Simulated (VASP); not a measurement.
Wanted: the native input for a VASP 6.6.1 run.

```
Task                   : single point
Functional             : PBEsol
Potentials or basis    : VASP PAW PBE potentials, release 64 (Be, Te)
Cutoff                 : 520 eV
k mesh                 : 6 × 6 × 6
Occupations            : gaussian, width 0.05 eV
Spin                   : non-collinear spin, zero start, spin-orbit coupling
Starting moments       : [[0.0, 0.0, 0.0], [0.0, 0.0, 0.0]] μB
Dipole correction      : no
Further INCAR settings : ALGO = Normal; EDIFF = 1e-07; NBANDS = 20
```

The structure of BeTe lies in POSCAR:

```
BeTe
1.0
    0.0000000000      2.7700007385      2.7700007385
    2.7700007385      0.0000000000      2.7700007385
    2.7700007385      2.7700007385      0.0000000000
Be Te
1 1
Direct
    0.0000000000      0.0000000000      0.0000000000
    0.7500000000      0.7500000000      0.7500000000
```

These files were run (other wordings do the same):

INCAR

```
SYSTEM = BeTe
  ALGO = Normal
  EDIFF = 1E-7
  ENCUT = 520
  GGA = PS
  GGA_COMPAT = .False.
  ISIF = 2
  ISMEAR = 0
  LASPH = .True.
  LCHARG = .False.
  LNONCOLLINEAR = .True.
  LORBIT = 11
  LORBMOM = .True.
  LREAL = .False.
  LSORBIT = .True.
  LWAVE = .False.
  MAGMOM = 0 0 0 0 0 0
  NBANDS = 20
  NELM = 150
  PREC = Accurate
  SIGMA = 0.05
```

KPOINTS

```
k-points
0
Gamma
  6 6 6
  0 0 0
```

Potentials or basis: VASP PAW PBE potentials, release 64 (Be, Te).

Launch:

```bash
$ cat potpaw_PBE.64/Be/POTCAR potpaw_PBE.64/Te/POTCAR > POTCAR
$ mpirun -np 1 vasp_ncl > vasp.out
```

It gave:

| Property | Result |
| --- | --- |
| Pressure | 2.6 GPa |
| Net moment | 0.00 μB per cell |
| Valence electrons inside the program's atomic spheres | Be 0.99; Te 3.53 |

Caveat: the PAW data sets were made with another functional, which shifts forces and pressure a little.

It took 29 s on 1 thread of Intel(R) Xeon(R) 6975P-C (Granite Rapids), on a shared host, peak memory 0.28 GiB.
